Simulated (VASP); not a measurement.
# BaTiO3 (Amm2) in VASP: further runs, part 2 of 4

VASP 6.6.1. Earlier steps stand in the parts before.

**3. Electric field gradients, PBE (zz strain of -1 %)**

File INCAR:

```
SYSTEM = BaTiO3
PREC     = Accurate       ! precision mode
ENCUT    = 520            ! plane-wave cutoff, eV
EDIFF    = 1E-8           ! SCF threshold, eV
ISMEAR   = -1             ! smearing method
SIGMA    = 0.05           ! smearing width, eV
LREAL    = .FALSE.        ! projectors in reciprocal space
LASPH    = .TRUE.         ! aspherical terms in the spheres
NELM     = 80             ! most SCF steps
ALGO     = Normal         ! electronic algorithm
ISIF     = 2              ! what is computed and relaxed
LWAVE    = .FALSE.        ! write WAVECAR
LCHARG   = .FALSE.        ! write CHGCAR
GGA      = PE             ! functional
LEFG     = .TRUE.       
NBANDS   = 28             ! bands
```

File KPOINTS:

```
Automatic mesh
0
G
  8 8 8
  0 0 0
```

File POSCAR:

```
BaTiO3
1.0
    3.9841000000      0.0000000000      0.0000000000
    0.0000000000      2.8370500000      2.8173420000
    0.0000000000     -2.8370500000      2.8173420000
Ba Ti O
1 1 3
Direct
    0.0000000000      0.0000000000      0.0000000000
    0.5000000000      0.5079000000      0.5079000000
    0.0000000000      0.4921000000      0.4921000000
    0.5000000000      0.5025100000      0.9937100000
    0.5000000000      0.9937100000      0.5025100000
```

Potentials or basis: VASP PAW PBE potentials, release 64 (Ba_sv, Ti_sv, O).

Started as:

```sh
$ cat potpaw_PBE.64/Ba_sv/POTCAR potpaw_PBE.64/Ti_sv/POTCAR potpaw_PBE.64/O/POTCAR > POTCAR
$ mpirun -np 1 vasp_std > vasp.out
```

OUTCAR:

```text
SYSTEM = BaTiO3
   PREC = Accurate
   ENCUT = 520
   EDIFF = 1E-8
   ISMEAR = -1
   LREAL = .FALSE.
   LASPH = .TRUE.
   NELM = 80
   ISIF = 2
   GGA = PE

 ion  position               nearest neighbor table
   1  0.000  0.000  0.000-   3 2.77   4 2.82   5 2.82   4 2.82   5 2.82   4 2.83   5 2.83   5 2.83
                             4 2.83   3 2.84   3 2.84   3 2.86   2 3.41   2 3.41   2 3.47   2 3.47
   2  0.500  0.508  0.508-   4 1.94   5 1.94   3 1.99   3 1.99   5 2.06   4 2.06   1 3.41   1 3.41
                             1 3.47   1 3.47   1 3.47   1 3.47   1 3.49   1 3.49
   3  0.000  0.492  0.492-   2 1.99   2 1.99   1 2.77   1 2.84   1 2.84   1 2.86
   4  0.500  0.503  0.994-   2 1.94   2 2.06   1 2.82   1 2.82   1 2.83   1 2.83
   5  0.500  0.994  0.503-   2 1.94   2 2.06   1 2.82   1 2.82   1 2.83   1 2.83

  LATTYP: Found a base centered orthorhombic cell.
 ALAT       =     5.6346840000
 B/A-ratio  =     1.0069952459
 C/A-ratio  =     0.7070671576

  Lattice vectors:

 A1 = (   0.0000000000,   2.8370500000,   2.8173420000)
 A2 = (   0.0000000000,  -2.8370500000,   2.8173420000)
 A3 = (   3.9841000000,   0.0000000000,   0.0000000000)

Analysis of symmetry for initial positions (statically):
=====================================================================
 Subroutine PRICEL returns:
 Original cell was already a primitive cell.

 Routine SETGRP: Setting up the symmetry group for a
 base centered orthorhombic supercell.

 Subroutine GETGRP returns: Found  4 space group operations
 (whereof  4 operations were pure point group operations)
 out of a pool of  8 trial point group operations.

The static configuration has the point symmetry C_2v.

Analysis of symmetry for dynamics (positions and initial velocities):
=====================================================================
 Subroutine PRICEL returns:
 Original cell was already a primitive cell.

 Routine SETGRP: Setting up the symmetry group for a
 base centered orthorhombic supercell.

 Subroutine GETGRP returns: Found  4 space group operations
 (whereof  4 operations were pure point group operations)
 out of a pool of  8 trial point group operations.

The dynamic configuration has the point symmetry C_2v.

 Subroutine INISYM returns: Found  4 space group operations
 (whereof  4 operations are pure point group operations),
 and found     1 'primitive' translations

----------------------------------------------------------------------------------------

                                     Primitive cell

  volume of cell :      63.6893

  direct lattice vectors                    reciprocal lattice vectors
     3.984100000  0.000000000  0.000000000     0.250997716  0.000000000  0.000000000
     0.000000000  2.837050000  2.817342000     0.000000000  0.176239404  0.177472242
     0.000000000 -2.837050000  2.817342000     0.000000000 -0.176239404  0.177472242

  length of vectors
     3.984100000  3.998283213  3.998283213     0.250997716  0.250113422  0.250113422

  position of ions in fractional coordinates (direct lattice)
     0.000000000  0.000000000  0.000000000
     0.500000000  0.507900000  0.507900000
[... 99 lines left out ...]
   EFERMI_NEDOS =   21; number of points for ismear=-14 and -15
   IALGO  =     38    algorithm
   IMIX   =      4    mixing-type and parameters
     AMIX     =   0.40;   BMIX     =  1.00
     AMIX_MAG =   1.60;   BMIX_MAG =  1.00
  volume/ion in A,a.u.               =      12.74        85.96
  Fermi-wavevector in a.u.,A,eV,Ry     =   1.401972  2.649342 26.742585  1.965525
  Thomas-Fermi vector in A             =   2.524780
   LORBIT       =      0    0 simple, 1 ext, 2 COOP (PROOUT), +10 PAW based schemes
   GGA     = PE    functional components
   LHFCALC =     F    Hartree Fock is set to
   AEXX    =    0.0000 exact exchange contribution
   IVDW    =     0    specifies the selected vdW correction
   LEPSILON=     F    determine dielectric tensor
   LRPA    =     F    only Hartree local field effects (RPA)
 non-spin polarized calculation
  energy-cutoff  :      520.00
  volume of cell :       63.69
 maximum number of plane-waves:      1743
 NGX is ok and might be reduce to    30
   NGX = 15   NGY = 15   NGZ = 15

 number of electron      39.9999996 magnetization

 Free energy of the ion-electron system (eV)
  ---------------------------------------------------
  ext. energy  EPLUGINS =         0.00000000
  ---------------------------------------------------
  free energy    TOTEN  =       -39.95503012 eV

  energy without entropy =      -39.95503012  energy(sigma->0) =      -39.95503012

 E-fermi :   4.8174     XC(G=0): -11.2934

 val. band max:        3.8922859048   @ k =   0.5000   0.5000   0.5000
 cond. band min:       5.7139518703   @ k =   0.0000   0.0000   0.0000
 fundamental gap:      1.8216659655
 Fermi energy:         4.8174315730

 k-point     1 :       0.0000    0.0000    0.0000
  band No.  band energies     occupation
      1     -52.6838      2.00000
      2     -28.9100      2.00000
      3     -28.9033      2.00000
      4     -28.8992      2.00000
      5     -20.9172      2.00000
      6     -13.0219      2.00000
[... 733 lines left out ...]
     27      11.9647      0.00000
     28      13.5448      0.00000

 [... further k-points ...]
[... 5 lines left out ...]
  --------------------------------------------------------------------------------------
  -------------------------------------------------------------------------------------
  Total        2.2096254      1.8225653      2.5353696      0.0000000      0.0000000      0.0000000
  in kB       55.5856205     45.8486862     63.7800815      0.0000000      0.0000000      0.0000000
  external PRESSURE =      55.0714627 kB  Pullay stress =       0.0000000 kB

 VOLUME and BASIS-vectors are now :
 -----------------------------------------------------------------------------
  energy-cutoff  :      520.00
  volume of cell :       63.69
      direct lattice vectors                 reciprocal lattice vectors
     3.984100000  0.000000000  0.000000000     0.250997716  0.000000000  0.000000000
     0.000000000  2.837050000  2.817342000     0.000000000  0.176239404  0.177472242
     0.000000000 -2.837050000  2.817342000     0.000000000 -0.176239404  0.177472242

 POSITION                                       TOTAL-FORCE (eV/Angst)
 -----------------------------------------------------------------------------------
      0.00000      0.00000      0.00000         0.000000      0.000000      0.081821
      1.99205      0.00000      2.86186         0.000000      0.000000      0.119477
      0.00000      0.00000      2.77283         0.000000      0.000000      0.106301
      1.99205     -1.39356      4.21536         0.000000     -0.028107     -0.153800
      1.99205      1.39356      4.21536         0.000000      0.028107     -0.153800
 -----------------------------------------------------------------------------------
    total drift:                                0.000000     -0.000000     -0.000027

  FREE ENERGIE OF THE ION-ELECTRON SYSTEM (eV)
  ---------------------------------------------------
  free  energy   TOTEN  =       -39.9550301164 eV

  energy  without entropy=      -39.9550301156  energy(sigma->0) =      -39.95503012

 Electric field gradients (V/A^2)
---------------------------------------------------------------------
 ion       V_xx      V_yy      V_zz      V_xy      V_xz      V_yz
---------------------------------------------------------------------
   1       1.416     4.761    -6.177     0.000     0.000    -0.000
   2      -1.559    -0.938     2.497    -0.000     0.000     0.000
   3      24.889   -12.139   -12.750    -0.000    -0.000     0.000
   4     -11.529     6.610     4.918     0.000     0.000   -17.451
   5     -11.529     6.610     4.918    -0.000     0.000    17.451
---------------------------------------------------------------------

 Electric field gradients after diagonalization (V/A^2)
 (convention: |V_zz| > |V_xx| > |V_yy|)
----------------------------------------------------------------------
 ion       V_xx      V_yy      V_zz     asymmetry (V_yy - V_xx)/ V_zz
----------------------------------------------------------------------
   1       4.761     1.416    -6.177       0.542
   2      -1.559    -0.938     2.497       0.249
   3     -12.750   -12.139    24.889       0.025
   4     -11.707   -11.529    23.236       0.008
   5     -11.707   -11.529    23.236       0.008
----------------------------------------------------------------------

           NMR quadrupolar parameters

 Cq : quadrupolar parameter    Cq=e*Q*V_zz/h
 eta: asymmetry parameters     (V_yy - V_xx)/ V_zz
 Q  : nuclear electric quadrupole moment in mb (millibarn)
----------------------------------------------------------------------
 ion       Cq(MHz)       eta       Q (mb)
----------------------------------------------------------------------
   1      -0.015       0.542       1.000
   2       0.006       0.249       1.000
   3       0.060       0.025       1.000
   4       0.056       0.008       1.000
   5       0.056       0.008       1.000
----------------------------------------------------------------------
```

Run time: 5.2 min. Hardware: 1 thread of Intel Xeon 8259CL, shared host; peak memory 0.31 GiB.

What came out:

```yaml
Free_energy: -39.9550 eV
Pressure: 5.5 GPa
Largest_force: 0.156 eV/Å
Band_gap_on_the_k_mesh: 1.82 eV (least direct gap 2.00 eV)
Largest_electric_field_gradient_by_atom: Ba -6.2; Ti +2.5; O +24.9, +23.2 (each value once) V/Å²
```

Forces in eV/Å, atoms in the order of the input:
```
Ba   0.000  0.000  0.082
Ti   0.000  0.000  0.119
O    0.000  0.000  0.106
O    0.000 -0.028 -0.154
O    0.000  0.028 -0.154
```

Levels at points of the mesh, in eV from the valence-band top:
| k point | band 16 | band 17 | band 18 | band 19 | band 20 | band 21 | band 22 | band 23 | band 24 | band 25 |
| --- | --- | --- | --- | --- | --- | --- | --- | --- | --- | --- |
| (0.00, 0.00, 0.00) | -1.14 | -1.12 | -0.24 | -0.20 | -0.18 | 1.82 | 1.84 | 1.89 | 4.01 | 4.02 |
| (0.50, 0.00, 0.00) | -1.99 | -1.85 | -1.77 | -0.79 | -0.74 | 1.99 | 3.53 | 3.58 | 4.00 | 5.97 |
| (0.00, 0.50, 0.00) | -1.95 | -1.85 | -1.76 | -0.77 | -0.73 | 2.01 | 3.54 | 3.55 | 4.02 | 6.02 |
| (0.50, 0.50, 0.00) | -2.72 | -1.72 | -0.88 | -0.88 | -0.10 | 3.56 | 3.57 | 3.97 | 4.82 | 7.74 |
| (0.00, 0.50, 0.50) | -2.73 | -1.70 | -0.89 | -0.88 | -0.12 | 3.56 | 3.56 | 3.96 | 4.87 | 7.75 |
| (0.50, 0.50, 0.50) | -2.40 | -2.39 | -0.03 | -0.02 | 0.00 | 4.20 | 4.22 | 4.24 | 6.68 | 6.75 |

Electric field gradients, principal values (V/Å²):
```csv
atom,least,middle,greatest (by size)
1 Ba,1.416,4.761,-6.177
2 Ti,-0.938,-1.559,2.497
3 O,-12.139,-12.750,24.889
4 O,-11.529,-11.707,23.236
5 O,-11.529,-11.707,23.236
```

Caveat: the cell differs from its parent crystal (zz strain of -1 %); the cell stands under pressure; without QUAD_EFG the Cq values of the log hold for a quadrupole moment of 1 mb, not for the nuclei; spin-orbit coupling is left out, which moves the levels of the heavy elements.

**4. Electric field gradients, PBE (12.35 Å³/atom)**

This run uses another cell than the first one, of 12.35 Å³/atom.

File INCAR:

```
SYSTEM = BaTiO3
  PREC = Accurate
  ENCUT = 520
  EDIFF = 1E-8
  ISMEAR = -1
  SIGMA = 0.05
  LREAL = .False.
  LASPH = .True.
  NELM = 100
  ALGO = Normal
  ISIF = 2
  LWAVE = .False.
  LCHARG = .False.
  GGA = PE
  LEFG = .True.
  NBANDS = 28
```

File KPOINTS:

```
Automatic mesh
0
Gamma
  8 8 8
  0 0 0
```

Changes to POSCAR since step 3:

```diff
@@ -2,5 +2,5 @@
 1.0
-    3.9841000000      0.0000000000      0.0000000000
-    0.0000000000      2.8370500000      2.8173420000
-    0.0000000000     -2.8370500000      2.8173420000
+    3.9302542101      0.0000000000      0.0000000000
+    0.0000000000      2.7987067862      2.8073385284
+    0.0000000000     -2.7987067862      2.8073385284
 Ba Ti O
```

Potentials or basis: VASP PAW PBE potentials, release 64 (Ba_sv, Ti_sv, O).

Started as:

```sh
$ cat potpaw_PBE.64/Ba_sv/POTCAR potpaw_PBE.64/Ti_sv/POTCAR potpaw_PBE.64/O/POTCAR > POTCAR
$ mpirun -np 1 vasp_std > vasp.out
```

OUTCAR:

```text
SYSTEM = BaTiO3
   PREC = Accurate
   ENCUT = 520
   EDIFF = 1E-8
   ISMEAR = -1
   LREAL = .False.
   LASPH = .True.
   NELM = 100
   ISIF = 2
   GGA = PE

 ion  position               nearest neighbor table
   1  0.000  0.000  0.000-   3 2.76   4 2.78   5 2.78   4 2.78   5 2.78   4 2.80   5 2.80   5 2.80
                             4 2.80   3 2.80   3 2.80   3 2.85   2 3.39   2 3.39   2 3.42   2 3.42
   2  0.500  0.508  0.508-   4 1.93   5 1.93   3 1.97   3 1.97   5 2.04   4 2.04   1 3.39   1 3.39
                             1 3.42   1 3.42   1 3.42   1 3.42   1 3.46   1 3.46
   3  0.000  0.492  0.492-   2 1.97   2 1.97   1 2.76   1 2.80   1 2.80   1 2.85
   4  0.500  0.503  0.994-   2 1.93   2 2.04   1 2.78   1 2.78   1 2.80   1 2.80
   5  0.500  0.994  0.503-   2 1.93   2 2.04   1 2.78   1 2.78   1 2.80   1 2.80

  LATTYP: Found a base centered orthorhombic cell.
[... 985 lines left out ...]
   4     -11.366     5.172     6.193     0.000     0.000   -15.598
   5     -11.366     5.172     6.193    -0.000     0.000    15.598
---------------------------------------------------------------------

 Electric field gradients after diagonalization (V/A^2)
 (convention: |V_zz| > |V_xx| > |V_yy|)
----------------------------------------------------------------------
 ion       V_xx      V_yy      V_zz     asymmetry (V_yy - V_xx)/ V_zz
----------------------------------------------------------------------
   1       0.785     0.676    -1.461       0.074
   2       3.336     2.925    -6.261       0.066
   3     -10.750    -9.885    20.635       0.042
   4     -11.366    -9.924    21.289       0.068
   5     -11.366    -9.924    21.289       0.068
----------------------------------------------------------------------

           NMR quadrupolar parameters

 Cq : quadrupolar parameter    Cq=e*Q*V_zz/h
 eta: asymmetry parameters     (V_yy - V_xx)/ V_zz
 Q  : nuclear electric quadrupole moment in mb (millibarn)
----------------------------------------------------------------------
 ion       Cq(MHz)       eta       Q (mb)
----------------------------------------------------------------------
   1      -0.004       0.074       1.000
   2      -0.015       0.066       1.000
   3       0.050       0.042       1.000
   4       0.051       0.068       1.000
   5       0.051       0.068       1.000
----------------------------------------------------------------------
```

stdout:

```text
POSCAR found type information on POSCAR BaTiO
 POSCAR found :  3 types and       5 ions
 scaLAPACK will be used
 LDA part: xc-table for (Slater+PW92), standard interpolation
 POSCAR, INCAR and KPOINTS ok, starting setup
 FFT: planning ... GRIDC
 FFT: planning ... GRID_SOFT
 FFT: planning ... GRID
 WAVECAR not read
 entering main loop
ion   1

ion   2

ion   3

ion   4

ion   5
```

Wall time 6.1 min (1 thread of Intel Xeon 8259CL, shared host); peak memory 0.31 GiB.

Results:

```yaml
Free_energy: -39.8510 eV
Pressure: 11.6 GPa
Largest_force: 0.148 eV/Å
Band_gap_on_the_k_mesh: 1.87 eV (least direct gap 2.01 eV)
Largest_electric_field_gradient_by_atom: Ba -1.5; Ti -6.3; O +20.6, +21.3 (each value once) V/Å²
```

Forces on the atoms (eV/Å):
```
Ba   0.000  0.000  0.090
Ti   0.000  0.000  0.032
O    0.000  0.000  0.081
O    0.000 -0.107 -0.102
O    0.000  0.107 -0.102
```

Electric field gradients, principal values (V/Å²):
```tsv
atom	least	middle	greatest (by size)
1 Ba	0.676	0.785	-1.461
2 Ti	2.925	3.336	-6.261
3 O	-9.885	-10.750	20.635
4 O	-9.924	-11.366	21.289
5 O	-9.924	-11.366	21.289
```

Caveat: the cell stands under pressure; without QUAD_EFG the Cq values of the log hold for a quadrupole moment of 1 mb, not for the nuclei; spin-orbit coupling is left out, which moves the levels of the heavy elements. A k mesh can miss the band edges.

(Part 2 of 4 ends here.)
